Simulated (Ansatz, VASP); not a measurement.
One calculation of TaSi2, two programs

INCAR

```
SYSTEM = TaSi2
PREC = Accurate
ENCUT = 520
EDIFF = 1E-7
ISMEAR = 0
SIGMA = 0.15
LREAL = .False.
LASPH = .True.
NELM = 80
ALGO = Normal
ISIF = 2
LWAVE = .False.
LCHARG = .False.
GGA = PS
NBANDS = 38
```

KPOINTS

```
Automatic mesh
0
Gamma
  12 12 6
  0 0 0
```

POSCAR

```
TaSi2
1.0
    4.7608595394      0.0000000000      0.0000000000
   -2.3804297697      4.1230253050      0.0000000000
    0.0000000000      0.0000000000      6.5557841079
Ta Si
3 6
Direct
    0.5090952631      0.0181905262      0.5000000000
    0.5090952631      0.5181905262      0.8333333333
    0.0090952631      0.5181905262      0.1666666667
    0.1592675424      0.3185350849      0.5000000000
    0.8407324576      0.1592675424      0.8333333333
    0.6814649151      0.8407324576      0.1666666667
    0.8407324576      0.6814649151      0.5000000000
    0.1592675424      0.8407324576      0.8333333333
    0.3185350849      0.1592675424      0.1666666667
```

Input for Ansatz:

```yaml
crystal:
  lattice:
    - [4.7608595394, 0.0, 0.0]
    - [-2.3804297697, 4.123025305, 0.0]
    - [0.0, 0.0, 6.5557841079]
  atoms:
    - { symbol: Ta, position: [0.5090952631, 0.0181905262, 0.5] }
    - { symbol: Ta, position: [0.5090952631, 0.5181905262, 0.8333333333] }
    - { symbol: Ta, position: [0.0090952631, 0.5181905262, 0.1666666667] }
    - { symbol: Si, position: [0.1592675424, 0.3185350849, 0.5] }
    - { symbol: Si, position: [0.8407324576, 0.1592675424, 0.8333333333] }
    - { symbol: Si, position: [0.6814649151, 0.8407324576, 0.1666666667] }
    - { symbol: Si, position: [0.8407324576, 0.6814649151, 0.5] }
    - { symbol: Si, position: [0.1592675424, 0.8407324576, 0.8333333333] }
    - { symbol: Si, position: [0.3185350849, 0.1592675424, 0.1666666667] }
basis:
  ecutwfc: 420
kpoints:
  mp_grid: { grid: [12, 12, 6] }
hamiltonian:
  xc: pbesol
scf:
  occupations: { method: gaussian, width: 0.15 }
output:
  forces: true
  stress: true
  eigenvalues: true
  write_density: true
  write_potential: true
  elf: true
  volumetric_format: npy
```

Change from the starting cell: all Ta atoms moved +0.075 Å, as atom 1 along Cartesian [0 1 0].

Alike in both runs: task single point; functional PBEsol; k mesh 12 × 12 × 6; occupations gaussian, width 0.15 eV; no spin polarisation.

|  | VASP | Ansatz |
| --- | --- | --- |
| version | VASP 6.6.1 | Ansatz 0.2.0 |
| potentials or method | VASP PAW PBE potentials, release 64 (Ta_pv, Si), cutoff 520 eV | scalar-relativistic, plane waves, PAW |
| valence electrons in the cell | 57 | 63 |

|  | VASP | Ansatz | Ansatz less VASP |
| --- | --- | --- | --- |
| gap on the k mesh at the Fermi level (eV) | none | none | - |
| pressure (GPa) | 0.7 | 0.4 | -0.32 |
| traceless stress, the component that is largest in VASP (GPa) | -0.24 | -0.21 | +0.031 |
| rms of the force components (eV/Å) | 0.391 | 0.389 | -0.0023 |

VASP's potentials were made for PBE, not for PBEsol. Atom by atom the forces differ by 0.003 eV/Å (rms over components). A gap of «none» marks a metal or a gap that the smearing closes. The functional is the same, so the differences come from potentials, cutoffs and numerics. VASP's potentials hold 57 valence electrons a cell and Ansatz's 63, so a difference there can come from the potentials and not from the codes.

Neither program's run includes spin-orbit coupling.
